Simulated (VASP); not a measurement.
# HfC5 (F-43m) in VASP: density of states with PBE

Aim: the density of states of HfC5 with PBE.

All numbers are computed with VASP 6.6.1; they aren't measurements. Logs are shortened: lines on timing, memory, paths and dates and some standing lists are left out, and cuts for length are marked.

**1. The cell of the first run**

It takes space group F-43m (No. 216, cubic). Conventional cell: a = 6.114 Å, b = 6.114 Å, c = 6.114 Å, α = 90.00°, β = 90.00°, γ = 90.00°. Within 3.3 Å of Hf (site symmetry -43m) lie 16 C at 2.50 to 2.65 Å. C (site symmetry -43m) has 12 C at 2.62 Å and 4 Hf at 2.65 Å within 3.5 Å. C (site symmetry 3m) has 3 C at 1.59 Å within 2.1 Å.

**2. Density of states, PBE**

File POSCAR:

```
HfC5
1.0
    0.0000000000      3.0571675720      3.0571675720
    3.0571675720      0.0000000000      3.0571675720
    3.0571675720      3.0571675720      0.0000000000
Hf C
1 5
Direct
    0.7500000000      0.7500000000      0.7500000000
    0.0000000000      0.0000000000      0.0000000000
    0.7754907510      0.4081697497      0.4081697497
    0.4081697497      0.7754907510      0.4081697497
    0.4081697497      0.4081697497      0.7754907510
    0.4081697497      0.4081697497      0.4081697497
```

File INCAR.step1:

```
SYSTEM = HfC5
ALGO = Normal
EDIFF = 1E-6
ENCUT = 520
GGA = PE
ISIF = 2
ISMEAR = 0
LASPH = .TRUE.
LCHARG = .TRUE.
LMAXMIX = 4
LREAL = .FALSE.
LWAVE = .FALSE.
NBANDS = 24
NELM = 100
PREC = Accurate
SIGMA = 0.1
```

File KPOINTS.step1:

```
k-points
0
G
  10 10 10
  0 0 0
```

File INCAR.step2:

```
SYSTEM = HfC5
ALGO = Normal
EDIFF = 1E-6
ENCUT = 520
GGA = PE
ICHARG = 11
ISIF = 2
ISMEAR = -5
LASPH = .TRUE.
LCHARG = .FALSE.
LMAXMIX = 4
LORBIT = 10
LREAL = .FALSE.
LWAVE = .FALSE.
NBANDS = 24
NEDOS = 1001
NELM = 100
PREC = Accurate
SIGMA = 0.1
```

File KPOINTS.step2:

```
k-points
0
G
  15 15 15
  0 0 0
```

Potentials or basis: VASP PAW PBE potentials, release 64 (Hf_pv, C).

The run is started by

```bash
cat potpaw_PBE.64/Hf_pv/POTCAR potpaw_PBE.64/C/POTCAR > POTCAR
cp INCAR.step1 INCAR
cp KPOINTS.step1 KPOINTS
mpirun -np 1 vasp_std > vasp.out
cp INCAR.step2 INCAR
cp KPOINTS.step2 KPOINTS
mpirun -np 1 vasp_std > vasp.out
```

OUTCAR:

```text
SYSTEM = HfC5
   EDIFF = 1E-6
   ENCUT = 520
   GGA = PE
   ICHARG = 11
   ISIF = 2
   ISMEAR = -5
   LASPH = .TRUE.
   LORBIT = 10
   LREAL = .FALSE.
   NELM = 100
   PREC = Accurate

 ion  position               nearest neighbor table
   1  0.750  0.750  0.750-   3 2.50   4 2.50   5 2.50   6 2.50   6 2.50   6 2.50   3 2.50   4 2.50
                             4 2.50   3 2.50   5 2.50   5 2.50   2 2.65   2 2.65   2 2.65   2 2.65
   2  0.000  0.000  0.000-   1 2.65   1 2.65   1 2.65   1 2.65
   3  0.775  0.408  0.408-   4 1.59   5 1.59   6 1.59   1 2.50   1 2.50   1 2.50
   4  0.408  0.775  0.408-   3 1.59   5 1.59   6 1.59   1 2.50   1 2.50   1 2.50
   5  0.408  0.408  0.775-   3 1.59   4 1.59   6 1.59   1 2.50   1 2.50   1 2.50
   6  0.408  0.408  0.408-   3 1.59   4 1.59   5 1.59   1 2.50   1 2.50   1 2.50

  LATTYP: Found a face centered cubic cell.
 ALAT       =     6.1143351440

  Lattice vectors:

 A1 = (   0.0000000000,   3.0571675720,   3.0571675720)
 A2 = (   3.0571675720,   0.0000000000,   3.0571675720)
 A3 = (   3.0571675720,   3.0571675720,   0.0000000000)

Analysis of symmetry for initial positions (statically):
=====================================================================
 Subroutine PRICEL returns:
 Original cell was already a primitive cell.

 Routine SETGRP: Setting up the symmetry group for a
 face centered cubic supercell.

 Subroutine GETGRP returns: Found 24 space group operations
 (whereof 24 operations were pure point group operations)
 out of a pool of 48 trial point group operations.

The static configuration has the point symmetry T_d .

Analysis of symmetry for dynamics (positions and initial velocities):
=====================================================================
 Subroutine PRICEL returns:
 Original cell was already a primitive cell.

 Routine SETGRP: Setting up the symmetry group for a
 face centered cubic supercell.

 Subroutine GETGRP returns: Found 24 space group operations
 (whereof 24 operations were pure point group operations)
 out of a pool of 48 trial point group operations.

The dynamic configuration has the point symmetry T_d .

 Subroutine INISYM returns: Found 24 space group operations
 (whereof 24 operations are pure point group operations),
 and found     1 'primitive' translations

----------------------------------------------------------------------------------------

                                     Primitive cell

  volume of cell :      57.1462

  direct lattice vectors                    reciprocal lattice vectors
     0.000000000  3.057167572  3.057167572    -0.163550080  0.163550080  0.163550080
     3.057167572  0.000000000  3.057167572     0.163550080 -0.163550080  0.163550080
     3.057167572  3.057167572  0.000000000     0.163550080  0.163550080 -0.163550080

  length of vectors
     4.323487843  4.323487843  4.323487843     0.283277048  0.283277048  0.283277048

  position of ions in fractional coordinates (direct lattice)
     0.750000000  0.750000000  0.750000000
     0.000000000  0.000000000  0.000000000
     0.775490751  0.408169750  0.408169750
     0.408169750  0.775490751  0.408169750
     0.408169750  0.408169750  0.775490751
     0.408169750  0.408169750  0.408169750

  ion indices of the primitive-cell ions
   primitive index   ion index
                 1           1
                 2           2
                 3           3
                 4           4
                 5           5
                 6           6

----------------------------------------------------------------------------------------

 KPOINTS: k-points

Automatic generation of k-mesh.
 Grid dimensions read from file:
 generate k-points for:   15   15   15

 Generating k-lattice:

  Cartesian coordinates                     Fractional coordinates (reciprocal lattice)
    -0.010903339  0.010903339  0.010903339     0.066666667  0.000000000  0.000000000
     0.010903339 -0.010903339  0.010903339     0.000000000  0.066666667  0.000000000
     0.010903339  0.010903339 -0.010903339     0.000000000  0.000000000  0.066666667

  Length of vectors
     0.018885137  0.018885137  0.018885137

  Shift w.r.t. Gamma in fractional coordinates (k-lattice)
     0.000000000  0.000000000  0.000000000

 TETIRR: Found    484 inequivalent tetrahedra from    20250

 Subroutine IBZKPT returns following result:
 ===========================================

 Found    120 irreducible k-points:

 Following reciprocal coordinates:
            Coordinates               Weight
  0.000000  0.000000  0.000000      1.000000
  0.066667  0.000000  0.000000      8.000000
  0.133333  0.000000  0.000000      8.000000
  0.200000  0.000000  0.000000      8.000000
  0.266667  0.000000  0.000000      8.000000
  0.333333  0.000000  0.000000      8.000000
[... 16 lines left out ...]
  0.133333  0.133333  0.000000      6.000000
  0.200000  0.133333  0.000000     24.000000
 [... further k-points ...]
   k-points           NKPTS =    120   k-points in BZ     NKDIM =    120   number of bands    NBANDS=     24
   number of dos      NEDOS =   1001   number of ions     NIONS =      6
   total plane-waves  NPLWV =  32768
   dimension x,y,z NGX =    32 NGY =   32 NGZ =   32
   dimension x,y,z NGXF=    64 NGYF=   64 NGZF=   64
   ions per type =               1   5
   NGX,Y,Z   is equivalent  to a cutoff of  12.30, 12.30, 12.30 a.u.
   NGXF,Y,Z  is equivalent  to a cutoff of  24.61, 24.61, 24.61 a.u.
 SYSTEM =  HfC5
   PREC   = accura    normal or accurate (medium, high low for compatibility)
   ISTART =      0    job   : 0-new  1-cont  2-samecut
   ICHARG =     11    charge: 1-file 2-atom 10-const
   ISPIN  =      1    spin polarized calculation?
   LNONCOLLINEAR =      F non collinear calculations
   LSORBIT =      F    spin-orbit coupling
   LASPH  =      T    aspherical Exc in radial PAW
   ENCUT  =  520.0 eV  38.22 Ry    6.18 a.u.   8.04  8.04  8.04*2*pi/ulx,y,z
   NELM   =    100;   NELMIN=  2; NELMDL=  0     # of ELM steps
   EDIFF  = 0.1E-05   stopping-criterion for ELM
   LREAL  =      F    real-space projection
   EDIFFG = 0.1E-04   stopping-criterion for IOM
   NSW    =      0    number of steps for IOM
   IBRION =     -1    ionic relax: 0-MD 1-quasi-New 2-CG
   NFREE  =      0    steps in history (QN), initial steepest desc. (CG)
   ISIF   =      2    stress and relaxation
   ISYM   =      2    0-nonsym 1-usesym 2-fastsym
   POTIM  = 0.5000    time-step for ionic-motion
   TEBEG  =    0.0;   TEEND  =   0.0 temperature during run
   PSTRESS=    0.0 pullay stress
   NELECT =      30.0000    total number of electrons
   NUPDOWN=      -1.0000    fix difference up-down
   EMIN   =  10.00;   EMAX   =-10.00  energy-range for DOS
   EFERMI =   0.00;   METHOD = LEGACY
   ISMEAR =    -5;   SIGMA  =   0.10  broadening in eV -4-tet -1-fermi 0-gaus
   EFERMI_NEDOS =   21; number of points for ismear=-14 and -15
   IALGO  =     38    algorithm
   IMIX   =      4    mixing-type and parameters
     AMIX     =   0.40;   BMIX     =  1.00
     AMIX_MAG =   1.60;   BMIX_MAG =  1.00
  volume/ion in A,a.u.               =       9.52        64.27
  Fermi-wavevector in a.u.,A,eV,Ry     =   1.320645  2.495657 23.729956  1.744103
  Thomas-Fermi vector in A             =   2.450456
   LORBIT       =     10    0 simple, 1 ext, 2 COOP (PROOUT), +10 PAW based schemes
   GGA     = PE    functional components
   LHFCALC =     F    Hartree Fock is set to
   AEXX    =    0.0000 exact exchange contribution
   IVDW    =     0    specifies the selected vdW correction
   LEPSILON=     F    determine dielectric tensor
   LRPA    =     F    only Hartree local field effects (RPA)
 non-spin polarized calculation
 Fermi weights with tetrahedron method with Bloechl corrections
  energy-cutoff  :      520.00
  volume of cell :       57.15
 maximum number of plane-waves:      1560

 number of electron      30.0000001 magnetization

 Free energy of the ion-electron system (eV)
  ---------------------------------------------------
  ext. energy  EPLUGINS =         0.00000000
  ---------------------------------------------------
  free energy    TOTEN  =       -42.39417156 eV

  energy without entropy =      -42.39417156  energy(sigma->0) =      -42.39417156

 E-fermi :   6.0867     XC(G=0): -11.9884

 val. band max:        6.1993690291   @ k =   0.2667   0.0000   0.0000
 cond. band min:       6.0609654492   @ k =   0.3333   0.1333   0.0000
 fundamental gap:     -0.1384035800
 Fermi energy:         6.0866701609

 k-point     1 :       0.0000    0.0000    0.0000
  band No.  band energies     occupation
      1     -25.3161      2.00000
      2     -25.3161      2.00000
      3     -25.3161      2.00000
      4     -14.8525      2.00000
      5      -4.7092      2.00000
      6      -3.9537      2.00000
[... 16 lines left out ...]
     23      13.2889      0.00000
     24      13.2892      0.00000

 k-point     2 :       0.0667    0.0000    0.0000
  band No.  band energies     occupation
      1     -25.3191      2.00000
      2     -25.3165      2.00000
      3     -25.3165      2.00000
      4     -14.8399      2.00000
      5      -4.9328      2.00000
      6      -3.9458      2.00000
[... 16 lines left out ...]
     23      13.3010      0.00000
     24      13.3995      0.00000
[... 565 lines left out ...]
     23      13.1479      0.00000
     24      13.1479      0.00000

 k-point    24 :       0.2000    0.1333    0.0000
  band No.  band energies     occupation
      1     -25.3364      2.00000
      2     -25.3218      2.00000
      3     -25.3215      2.00000
      4     -14.7488      2.00000
      5      -5.5340      2.00000
      6      -3.9479      2.00000
[... 16 lines left out ...]
     23      13.0159      0.00000
     24      13.0259      0.00000

 [... further k-points ...]

------------------------ aborting loop because EDIFF is reached ----------------------------------------

  FORCE on cell =-STRESS in cart. coord.  units (eV):
  Direction    XX          YY          ZZ          XY          YZ          ZX
  --------------------------------------------------------------------------------------
  -------------------------------------------------------------------------------------
  Total       -0.2261317     -0.2261317     -0.2261317      0.0000000      0.0000000      0.0000000
  in kB       -6.3399278     -6.3399278     -6.3399278      0.0000000      0.0000000      0.0000000
  external PRESSURE =      -6.3399278 kB  Pullay stress =       0.0000000 kB

 VOLUME and BASIS-vectors are now :
 -----------------------------------------------------------------------------
  energy-cutoff  :      520.00
  volume of cell :       57.15
      direct lattice vectors                 reciprocal lattice vectors
     0.000000000  3.057167572  3.057167572    -0.163550080  0.163550080  0.163550080
     3.057167572  0.000000000  3.057167572     0.163550080 -0.163550080  0.163550080
     3.057167572  3.057167572  0.000000000     0.163550080  0.163550080 -0.163550080

 POSITION                                       TOTAL-FORCE (eV/Angst)
 -----------------------------------------------------------------------------------
      4.58575      4.58575      4.58575         0.000000      0.000000      0.000000
      0.00000      0.00000      0.00000         0.000000      0.000000     -0.000000
      2.49569      3.61865      3.61865        -0.063143      0.063143      0.063143
      3.61865      2.49569      3.61865         0.063143     -0.063143      0.063143
      3.61865      3.61865      2.49569         0.063143      0.063143     -0.063143
      2.49569      2.49569      2.49569        -0.063143     -0.063143     -0.063143
 -----------------------------------------------------------------------------------
    total drift:                               -0.000341     -0.000341     -0.000340

  FREE ENERGIE OF THE ION-ELECTRON SYSTEM (eV)
  ---------------------------------------------------
  free  energy   TOTEN  =       -42.3941715575 eV

  energy  without entropy=      -42.3941715575  energy(sigma->0) =      -42.39417156

 total charge

# of ion       s       p       d       tot
------------------------------------------
    1        0.235   6.410   1.507   8.152
    2        1.033   1.059   0.000   2.092
    3        0.933   1.436   0.000   2.369
    4        0.933   1.436   0.000   2.369
    5        0.933   1.436   0.000   2.369
    6        0.933   1.436   0.000   2.369
--------------------------------------------------
tot          5.002  13.212   1.507  19.721
```

Wall time 90 s (1 thread of Intel Xeon Platinum 8375C at 2.90GHz (Ice Lake), shared host); peak memory 0.27 GiB.

What came out:

| Item | Value |
| --- | --- |
| Valence electrons inside the program's atomic spheres | Hf 8.15; C 2.09, 2.37 |

Caveat: spin-orbit coupling is left out, which moves the levels of the heavy elements; tetrahedron occupations give inexact forces and stress in metals.
